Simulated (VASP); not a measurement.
Input of a VASP 6.6.1 run:

The input INCAR:

```
PREC     = Accurate       # precision mode
ENCUT    = 500            # plane-wave cutoff, eV
EDIFF    = 1E-6           # SCF threshold, eV
ISMEAR   = -1             # smearing method
SIGMA    = 0.02           # smearing width, eV
LREAL    = False          # projectors in reciprocal space
LASPH    = True           # aspherical terms in the spheres
NELM     = 200            # most SCF steps
ALGO     = Normal         # electronic algorithm
ISIF     = 2              # what is computed and relaxed
LWAVE    = False          # write WAVECAR
LCHARG   = True           # write CHGCAR
ISPIN    = 2              # spin polarisation
MAGMOM   = 0 0            # initial moments
LORBIT   = 11             # projections on sites
GGA      = PS             # functional
LELF     = True           # ELF
LVHAR    = True         
NBANDS   = 20             # bands
GGA_COMPAT= False
```

File KPOINTS:

```
regular mesh
0
Gamma
  4 4 4
```

The input POSCAR:

```
HgTe
1.0
    0.0000000000      3.2891578872      3.2891578872
    3.2891578872      0.0000000000      3.2891578872
    3.2891578872      3.2891578872      0.0000000000
Hg Te
1 1
Direct
    0.0000000000      0.0000000000      0.0000000000
    0.2500000000      0.2500000000      0.2500000000
```

Potentials or basis: VASP PAW PBE potentials, release 64 (Hg, Te).

Command:

```sh
$ cat potpaw_PBE.64/Hg/POTCAR potpaw_PBE.64/Te/POTCAR > POTCAR
$ mpirun -np 1 vasp_std > vasp.out
```

Problem. Predict the band gap on the k mesh.

Solution. Zero (filled and empty bands touch).

Problem. Estimate the pressure.

Solution. -0.7 GPa.

Problem. Predict the net moment.

Solution. 0.00 μB per cell.

Caveat: the k points lie up to 0.41 Å⁻¹ apart; semilocal functionals underestimate gaps, and a narrow one can read as zero; the PAW data sets were made with another functional, which shifts forces and pressure a little; spin-orbit coupling is left out, which moves the levels of the heavy elements.
